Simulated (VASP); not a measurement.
# Li2S (Fm-3m) in VASP: a series of runs

The runs below take Li2S through single point, relaxation of cell and atoms, with PBEsol.

Program: VASP 6.6.1. These are calculated values, not measurements. Logs are shortened: lines on timing, memory, paths and dates and some standing lists are left out, and cuts for length are marked.

## (1) The cell of the first run

It takes space group Fm-3m (No. 225, cubic). The conventional cell has a = 5.655 Å, b = 5.655 Å, c = 5.655 Å, α = 90.00°, β = 90.00°, γ = 90.00°. Li (site symmetry -43m) has 4 S at 2.45 Å and 6 Li at 2.83 Å within 3.2 Å. S (site symmetry m-3m) has 8 Li at 2.45 Å within 3.2 Å.

## (2) Single point, PBEsol

Contents of INCAR:

```
SYSTEM = Li2S
PREC = Accurate ; ENCUT = 750
EDIFF = 1E-6 ; ISMEAR = -1
SIGMA = 0.05 ; LREAL = .FALSE.
LASPH = .TRUE. ; NELM = 120
ALGO = Normal ; ISIF = 2
LWAVE = .FALSE. ; LCHARG = .FALSE.
GGA = PS ; NBANDS = 13
GGA_COMPAT = .FALSE.
```

Contents of KPOINTS:

```
Automatic mesh
0
G
  12 12 12
  0 0 0
```

Contents of POSCAR:

```
Li2S
1.0
    0.0000000000      2.8273111174      2.8273111174
    2.8273111174      0.0000000000      2.8273111174
    2.8273111174      2.8273111174      0.0000000000
Li S
2 1
Direct
    0.2500000000      0.2500000000      0.2500000000
    0.7500000000      0.7500000000      0.7500000000
    0.0000000000      0.0000000000      0.0000000000
```

Potentials or basis: VASP PAW PBE potentials, release 64 (Li_sv, S).

The run is started by

```bash
> cat potpaw_PBE.64/Li_sv/POTCAR potpaw_PBE.64/S/POTCAR > POTCAR
> mpirun -np 1 vasp_std > vasp.out
```

OUTCAR:

```text
SYSTEM = Li2S
   PREC = Accurate
   ENCUT = 750
   EDIFF = 1E-6
   ISMEAR = -1
   LREAL = .FALSE.
   LASPH = .TRUE.
   NELM = 120
   ISIF = 2
   GGA = PS

 ion  position               nearest neighbor table
   1  0.250  0.250  0.250-   3 2.45   3 2.45   3 2.45   3 2.45
   2  0.750  0.750  0.750-   3 2.45   3 2.45   3 2.45   3 2.45
   3  0.000  0.000  0.000-   2 2.45   2 2.45   2 2.45   1 2.45   1 2.45   1 2.45   2 2.45   1 2.45

  LATTYP: Found a face centered cubic cell.
 ALAT       =     5.6546222348

  Lattice vectors:

 A1 = (   0.0000000000,   2.8273111174,   2.8273111174)
 A2 = (   2.8273111174,   0.0000000000,   2.8273111174)
 A3 = (   2.8273111174,   2.8273111174,   0.0000000000)

Analysis of symmetry for initial positions (statically):
=====================================================================
 Subroutine PRICEL returns:
 Original cell was already a primitive cell.

 Routine SETGRP: Setting up the symmetry group for a
 face centered cubic supercell.

 Subroutine GETGRP returns: Found 48 space group operations
 (whereof 48 operations were pure point group operations)
 out of a pool of 48 trial point group operations.

The static configuration has the point symmetry O_h .

Analysis of symmetry for dynamics (positions and initial velocities):
=====================================================================
 Subroutine PRICEL returns:
 Original cell was already a primitive cell.

 Routine SETGRP: Setting up the symmetry group for a
 face centered cubic supercell.

 Subroutine GETGRP returns: Found 48 space group operations
 (whereof 48 operations were pure point group operations)
 out of a pool of 48 trial point group operations.

The dynamic configuration has the point symmetry O_h .

 Subroutine INISYM returns: Found 48 space group operations
 (whereof 48 operations are pure point group operations),
 and found     1 'primitive' translations

----------------------------------------------------------------------------------------

                                     Primitive cell

  volume of cell :      45.2013

  direct lattice vectors                    reciprocal lattice vectors
     0.000000000  2.827311117  2.827311117    -0.176846473  0.176846473  0.176846473
     2.827311117  0.000000000  2.827311117     0.176846473 -0.176846473  0.176846473
     2.827311117  2.827311117  0.000000000     0.176846473  0.176846473 -0.176846473

  length of vectors
     3.998421727  3.998421727  3.998421727     0.306307077  0.306307077  0.306307077

  position of ions in fractional coordinates (direct lattice)
     0.250000000  0.250000000  0.250000000
     0.750000000  0.750000000  0.750000000
     0.000000000  0.000000000  0.000000000

  ion indices of the primitive-cell ions
   primitive index   ion index
                 1           1
                 2           2
                 3           3

----------------------------------------------------------------------------------------

 KPOINTS: Automatic mesh

Automatic generation of k-mesh.
 Grid dimensions read from file:
 generate k-points for:   12   12   12

 Generating k-lattice:

  Cartesian coordinates                     Fractional coordinates (reciprocal lattice)
    -0.014737206  0.014737206  0.014737206     0.083333333  0.000000000  0.000000000
     0.014737206 -0.014737206  0.014737206     0.000000000  0.083333333  0.000000000
     0.014737206  0.014737206 -0.014737206     0.000000000  0.000000000  0.083333333

  Length of vectors
     0.025525590  0.025525590  0.025525590

  Shift w.r.t. Gamma in fractional coordinates (k-lattice)
     0.000000000  0.000000000  0.000000000

 Subroutine IBZKPT returns following result:
 ===========================================

 Found     72 irreducible k-points:

 Following reciprocal coordinates:
            Coordinates               Weight
  0.000000  0.000000  0.000000      1.000000
  0.083333  0.000000  0.000000      8.000000
  0.166667  0.000000  0.000000      8.000000
  0.250000  0.000000  0.000000      8.000000
  0.333333  0.000000  0.000000      8.000000
  0.416667  0.000000  0.000000      8.000000
[... 16 lines left out ...]
  0.500000  0.166667  0.000000     24.000000
 -0.416667  0.166667  0.000000     24.000000
 [... further k-points ...]
   k-points           NKPTS =     72   k-points in BZ     NKDIM =     72   number of bands    NBANDS=     13
   number of dos      NEDOS =    301   number of ions     NIONS =      3
   total plane-waves  NPLWV =  46656
   dimension x,y,z NGX =    36 NGY =   36 NGZ =   36
   dimension x,y,z NGXF=    72 NGYF=   72 NGZF=   72
   ions per type =               2   1
   NGX,Y,Z   is equivalent  to a cutoff of  14.97, 14.97, 14.97 a.u.
   NGXF,Y,Z  is equivalent  to a cutoff of  29.94, 29.94, 29.94 a.u.
 SYSTEM =  Li2S
   PREC   = accura    normal or accurate (medium, high low for compatibility)
   ISTART =      0    job   : 0-new  1-cont  2-samecut
   ICHARG =      2    charge: 1-file 2-atom 10-const
   ISPIN  =      1    spin polarized calculation?
   LNONCOLLINEAR =      F non collinear calculations
   LSORBIT =      F    spin-orbit coupling
   LASPH  =      T    aspherical Exc in radial PAW
   ENCUT  =  750.0 eV  55.12 Ry    7.42 a.u.   8.93  8.93  8.93*2*pi/ulx,y,z
   NELM   =    120;   NELMIN=  2; NELMDL= -5     # of ELM steps
   EDIFF  = 0.1E-05   stopping-criterion for ELM
   LREAL  =      F    real-space projection
   EDIFFG = 0.1E-04   stopping-criterion for IOM
   NSW    =      0    number of steps for IOM
   IBRION =     -1    ionic relax: 0-MD 1-quasi-New 2-CG
   NFREE  =      0    steps in history (QN), initial steepest desc. (CG)
   ISIF   =      2    stress and relaxation
   ISYM   =      2    0-nonsym 1-usesym 2-fastsym
   POTIM  = 0.5000    time-step for ionic-motion
   TEBEG  =    0.0;   TEEND  =   0.0 temperature during run
   PSTRESS=    0.0 pullay stress
   NELECT =      12.0000    total number of electrons
   NUPDOWN=      -1.0000    fix difference up-down
   EMIN   =  10.00;   EMAX   =-10.00  energy-range for DOS
   EFERMI =   0.00;   METHOD = LEGACY
   ISMEAR =    -1;   SIGMA  =   0.05  broadening in eV -4-tet -1-fermi 0-gaus
   EFERMI_NEDOS =   21; number of points for ismear=-14 and -15
   IALGO  =     38    algorithm
   IMIX   =      4    mixing-type and parameters
     AMIX     =   0.40;   BMIX     =  1.00
     AMIX_MAG =   1.60;   BMIX_MAG =  1.00
  volume/ion in A,a.u.               =      15.07       101.68
  Fermi-wavevector in a.u.,A,eV,Ry     =   1.052168  1.988309 15.062424  1.107057
  Thomas-Fermi vector in A             =   2.187240
   LORBIT       =      0    0 simple, 1 ext, 2 COOP (PROOUT), +10 PAW based schemes
   GGA     = PS    functional components
   LHFCALC =     F    Hartree Fock is set to
   AEXX    =    0.0000 exact exchange contribution
   IVDW    =     0    specifies the selected vdW correction
   LEPSILON=     F    determine dielectric tensor
   LRPA    =     F    only Hartree local field effects (RPA)
 non-spin polarized calculation
  energy-cutoff  :      750.00
  volume of cell :       45.20
 maximum number of plane-waves:      2148
   NGX = 17   NGY = 17   NGZ = 17

 number of electron      11.9999996 magnetization

 Free energy of the ion-electron system (eV)
  ---------------------------------------------------
  ext. energy  EPLUGINS =         0.00000000
  ---------------------------------------------------
  free energy    TOTEN  =       -12.37690095 eV

  energy without entropy =      -12.37690095  energy(sigma->0) =      -12.37690095

 E-fermi :   2.6640     XC(G=0):  -8.7270

 val. band max:        1.5544207360   @ k =   0.0000   0.0000   0.0000
 cond. band min:       4.7583833229   @ k =   0.5000   0.5000   0.0000
 fundamental gap:      3.2039625870
 Fermi energy:         2.6639524570

 k-point     1 :       0.0000    0.0000    0.0000
  band No.  band energies     occupation
      1     -41.8953      2.00000
      2     -41.8453      2.00000
      3      -9.5280      2.00000
      4       1.5544      2.00000
      5       1.5544      2.00000
      6       1.5544      2.00000
      7       5.7709      0.00000
      8       7.7130      0.00000
      9       7.7130      0.00000
     10       7.7130      0.00000
     11      12.7479      0.00000
     12      12.7479      0.00000
     13      13.9386      0.00000

 k-point     2 :       0.0833    0.0000    0.0000
  band No.  band energies     occupation
      1     -41.8944      2.00000
      2     -41.8461      2.00000
      3      -9.5010      2.00000
      4       1.2480      2.00000
      5       1.5112      2.00000
      6       1.5112      2.00000
      7       5.9944      0.00000
      8       7.8289      0.00000
      9       7.8289      0.00000
     10       7.8817      0.00000
     11      12.1132      0.00000
     12      12.1132      0.00000
     13      14.0071      0.00000

 k-point     3 :       0.1667    0.0000    0.0000
  band No.  band energies     occupation
      1     -41.8917      2.00000
      2     -41.8484      2.00000
      3      -9.4250      2.00000
      4       0.5533      2.00000
      5       1.4001      2.00000
      6       1.4001      2.00000
      7       6.4452      0.00000
      8       8.0957      0.00000
      9       8.0957      0.00000
     10       8.3511      0.00000
     11      11.4670      0.00000
     12      11.4670      0.00000
     13      14.2190      0.00000

 k-point     4 :       0.2500    0.0000    0.0000
  band No.  band energies     occupation
      1     -41.8875      2.00000
      2     -41.8521      2.00000
      3      -9.3150      2.00000
      4      -0.2121      2.00000
      5       1.2622      2.00000
      6       1.2622      2.00000
      7       6.8897      0.00000
      8       8.2811      0.00000
      9       8.2811      0.00000
     10       8.9552      0.00000
     11      11.3723      0.00000
     12      11.3723      0.00000
     13      14.5712      0.00000

 k-point     5 :       0.3333    0.0000    0.0000
  band No.  band energies     occupation
      1     -41.8820      2.00000
      2     -41.8571      2.00000
      3      -9.1969      2.00000
      4      -0.8641      2.00000
      5       1.1374      2.00000
      6       1.1374      2.00000
      7       7.2740      0.00000
      8       8.2338      0.00000
      9       8.2338      0.00000
     10       9.4748      0.00000
     11      11.9736      0.00000
     12      11.9736      0.00000
     13      14.9985      0.00000
[... 257 lines left out ...]
 k-point    22 :       0.4167    0.1667    0.0000
  band No.  band energies     occupation
      1     -41.8789      2.00000
      2     -41.8597      2.00000
      3      -9.1045      2.00000
      4      -0.9024      2.00000
      5       0.7153      2.00000
      6       0.7247      2.00000
      7       6.9136      0.00000
      8       8.7522      0.00000
      9       9.0628      0.00000
     10       9.3433      0.00000
     11      11.9513      0.00000
     12      14.1838      0.00000
     13      15.4422      0.00000

 k-point    23 :       0.5000    0.1667    0.0000
  band No.  band energies     occupation
      1     -41.8734      2.00000
      2     -41.8651      2.00000
      3      -9.0375      2.00000
      4      -1.2038      2.00000
      5       0.5639      2.00000
      6       0.7376      2.00000
      7       7.1060      0.00000
      8       8.6667      0.00000
      9       8.9162      0.00000
     10      10.1059      0.00000
     11      12.4451      0.00000
     12      14.0986      0.00000
     13      15.1695      0.00000

 k-point    24 :      -0.4167    0.1667    0.0000
  band No.  band energies     occupation
      1     -41.8708      2.00000
      2     -41.8676      2.00000
      3      -9.0277      2.00000
      4      -1.2509      2.00000
      5       0.4492      2.00000
      6       0.8366      2.00000
      7       7.3527      0.00000
      8       8.4745      0.00000
      9       8.8337      0.00000
     10      10.4957      0.00000
     11      12.5175      0.00000
     12      12.8644      0.00000
     13      15.3378      0.00000

 [... further k-points ...]

------------------------ aborting loop because EDIFF is reached ----------------------------------------

  FORCE on cell =-STRESS in cart. coord.  units (eV):
  Direction    XX          YY          ZZ          XY          YZ          ZX
  --------------------------------------------------------------------------------------
  -------------------------------------------------------------------------------------
  Total       -0.0127965     -0.0127965     -0.0127965     -0.0000000      0.0000000     -0.0000000
  in kB       -0.4535773     -0.4535773     -0.4535773     -0.0000000      0.0000000     -0.0000000
  external PRESSURE =      -0.4535773 kB  Pullay stress =       0.0000000 kB

 VOLUME and BASIS-vectors are now :
 -----------------------------------------------------------------------------
  energy-cutoff  :      750.00
  volume of cell :       45.20
      direct lattice vectors                 reciprocal lattice vectors
     0.000000000  2.827311117  2.827311117    -0.176846473  0.176846473  0.176846473
     2.827311117  0.000000000  2.827311117     0.176846473 -0.176846473  0.176846473
     2.827311117  2.827311117  0.000000000     0.176846473  0.176846473 -0.176846473

 POSITION                                       TOTAL-FORCE (eV/Angst)
 -----------------------------------------------------------------------------------
      1.41366      1.41366      1.41366         0.000000      0.000000     -0.000000
      4.24097      4.24097      4.24097         0.000000     -0.000000      0.000000
      0.00000      0.00000      0.00000        -0.000000      0.000000     -0.000000
 -----------------------------------------------------------------------------------
    total drift:                                0.000000      0.000000      0.000000

  FREE ENERGIE OF THE ION-ELECTRON SYSTEM (eV)
  ---------------------------------------------------
  free  energy   TOTEN  =       -12.3769009530 eV

  energy  without entropy=      -12.3769009530  energy(sigma->0) =      -12.37690095
```

Wall time 44 s (1 thread of Oxide Virtual Turin-like, shared host); peak memory 0.2 GiB.

What came out:

| Item | Value |
| --- | --- |
| Free energy | -12.3769 eV |
| Pressure | 0.0 GPa |
| Band gap on the k mesh | 3.20 eV (least direct gap 4.22 eV) |

Caveat: the PAW data sets were made with another functional, which shifts forces and pressure a little. A k mesh can miss the band edges.

## (3) Relaxation of cell and atoms, PBEsol

This run uses another cell than the first one, of 15.34 Å³/atom.

Contents of INCAR:

```
PREC = Accurate ; ENCUT = 750
EDIFF = 1E-7 ; ISMEAR = -1
SIGMA = 0.05 ; LREAL = False
LASPH = True ; NELM = 120
ALGO = Normal ; ISIF = 3
LWAVE = False ; LCHARG = False
GGA = PS ; IBRION = 2
NSW = 100 ; EDIFFG = -0.002
GGA_COMPAT = False ; NELMIN = 4
```

Contents of KPOINTS:

```
Automatic mesh
0
Gamma
  12 12 12
```

Contents of POSCAR:

```
Li2S
1.0
    0.0000000000      2.8445000000      2.8445000000
    2.8445000000      0.0000000000      2.8445000000
    2.8445000000      2.8445000000      0.0000000000
Li S
2 1
Direct
    0.2500000000      0.2500000000      0.2500000000
    0.7500000000      0.7500000000      0.7500000000
    0.0000000000      0.0000000000      0.0000000000
```

Potentials or basis: VASP PAW PBE potentials, release 64 (Li_sv, S).

The run is started by

```bash
> cat potpaw_PBE.64/Li_sv/POTCAR potpaw_PBE.64/S/POTCAR > POTCAR
> mpirun -np 1 vasp_std > vasp.out
```

Wall time 2.1 min (1 thread of Oxide Virtual Turin-like, shared host); peak memory 0.2 GiB.

Results (log left out):

```yaml
Free_energy: -12.3774 eV
Relaxed_volume: 15.06 Å³/atom
Relaxed_cell: a = 3.998 Å, b = 3.998 Å, c = 3.998 Å, α = 60.00°, β = 60.00°, γ = 60.00°
Space_group_after_relaxing_to_0.1_Å: Fm-3m (No. 225)
Energy_gained_by_relaxing: 0.7 meV/atom
Ionic_steps: 3
Pressure_after_relaxing: 0.0 GPa
Band_gap_on_the_k_mesh: 3.20 eV (least direct gap 4.22 eV)
```

Step by step:
```
step  energy change (eV)  largest force (eV/Å)  pressure (GPa)  volume (Å³)
   1              0.0000                0.0000           -0.76        46.03
   2             -0.0016                0.0000           -0.33        45.55
   3             -0.0020                0.0000            0.01        45.18
```

Final structure:
```xyz
3
Lattice="0.0000 2.8270 2.8270 2.8270 0.0000 2.8270 2.8270 2.8270 0.0000" Properties=species:S:1:pos:R:3 pbc="T T T"
Li    1.4135    1.4135    1.4135
Li    4.2404    4.2404    4.2404
S     0.0000    0.0000    0.0000
```

Levels at points of the mesh, in eV from the valence-band top:
```
           k point  band 2  band 3  band 4  band 5  band 6  band 7  band 8  band 9  band 10
(0.00, 0.00, 0.00)  -43.40  -11.08    0.00    0.00    0.00    4.22    6.16    6.16     6.16
(0.50, 0.00, 0.00)  -43.42  -10.62   -3.00   -0.53   -0.53    6.11    6.49    6.49     8.35
(0.50, 0.50, 0.00)  -43.41  -10.49   -2.25   -1.49   -1.49    3.20    7.08   11.14    11.14
```

Caveat: the PAW data sets were made with another functional, which shifts forces and pressure a little. A k mesh can miss the band edges.
